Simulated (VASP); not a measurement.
Here is a VASP 6.6.1 calculation.

File INCAR:

```
PREC = Accurate ; ENCUT = 520
EDIFF = 1E-7 ; ISMEAR = -1
SIGMA = 0.05 ; LREAL = False
LASPH = True ; NELM = 150
ALGO = Normal ; ISIF = 2
LWAVE = False ; LCHARG = True
ISPIN = 2 ; MAGMOM = 3 0
LORBIT = 11 ; LMAXMIX = 4
GGA = RE ; LELF = True
LVHAR = True ; NBANDS = 18
```

File KPOINTS:

```
Automatic mesh
0
Gamma
  8 8 8
```

Contents of POSCAR:

```
FeO
1.0
    0.0000000000      2.1705184834      2.1705184834
    2.1705184834      0.0000000000      2.1705184834
    2.1705184834      2.1705184834      0.0000000000
Fe O
1 1
Direct
    0.0000000000      0.0000000000      0.0000000000
    0.5000000000      0.5000000000      0.5000000000
```

Potentials or basis: VASP PAW PBE potentials, release 64 (Fe, O).

Command:

```console
$ cat potpaw_PBE.64/Fe/POTCAR potpaw_PBE.64/O/POTCAR > POTCAR
$ mpirun -np 1 vasp_std > vasp.out
```

Predict the pressure.

0.2 GPa.

What does it give for the band gap on the k mesh?

Zero (filled and empty bands overlap).

Predict the net moment.

4.00 μB per cell.

Caveat: the PAW data sets were made with another functional, which shifts forces and pressure a little; a cell with one magnetic atom can't hold antiferromagnetic order, which such compounds often take; semilocal functionals often make such compounds metallic where correlation or magnetic order opens a gap, which also shifts bond lengths.

**What was measured.**

From “W\"ustite: Electric, thermodynamic and optical properties of FeO”, 2012, arxiv:1203.1201, for a bulk crystal of FeO: band gap 2.4 eV (optical).

Measured gap of FeO: 2.4 eV (optical; quoted in “W\"ustite: Electric, thermodynamic and optical properties of FeO”, 2012, arxiv:1203.1201). This calculation gives 0.00 eV (-2.40 eV). So large a miss can be the level of theory's own, or it may mean another phase, state or a wrong row. The value is that of revPBE on a finite k mesh, which can miss the band edges, without temperature or zero-point motion. Semilocal functionals fall short of measured gaps as a rule. The run's magnetic order (collinear spin, ferromagnetic start) needn't be the measured crystal's.
